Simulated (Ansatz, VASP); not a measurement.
Ti in VASP and in Ansatz

```
Ti
1.0
     2.95000    0.02212    0.00000
    -1.45584    2.54371    0.00000
     0.00000    0.00000    4.68600
Ti
2
Cartesian
  0.0128 1.7032 1.1715
  1.4814 0.8627 3.5145
```

Change from the starting cell: strain +0.0150 x Voigt [0, 0, 0, 0, 0, 1], atoms carried along.

Alike in both runs: task single point; functional PBEsol; k mesh 18 × 18 × 10; occupations gaussian, width 0.15 eV; no spin polarisation.

```csv
,VASP,Ansatz
version,VASP 6.6.1,Ansatz 0.2.0
potentials or method,"VASP PAW PBE potentials, release 64 (Ti_sv), cutoff 520 eV","scalar-relativistic, plane waves, PAW"
valence electrons in the cell,24,24
```

Ansatz gave:

```
gap on the k mesh at the Fermi level (eV)                     : none
pressure (GPa)                                                : -5.9
traceless stress, the component that is largest in VASP (GPa) : -0.91
rms of the force components (eV/Å)                            : 0.023
```

**Question.** Estimate VASP's values.

**Answer.** gap on the k mesh at the Fermi level (eV): none; pressure (GPa): -6.1; traceless stress, the component that is largest in VASP (GPa): -0.91; rms of the force components (eV/Å): 0.022.

VASP's potentials were made for PBE, not for PBEsol. Atom by atom the forces differ by 0.000 eV/Å (rms over components). A gap of «none» marks a metal or a gap that the smearing closes.
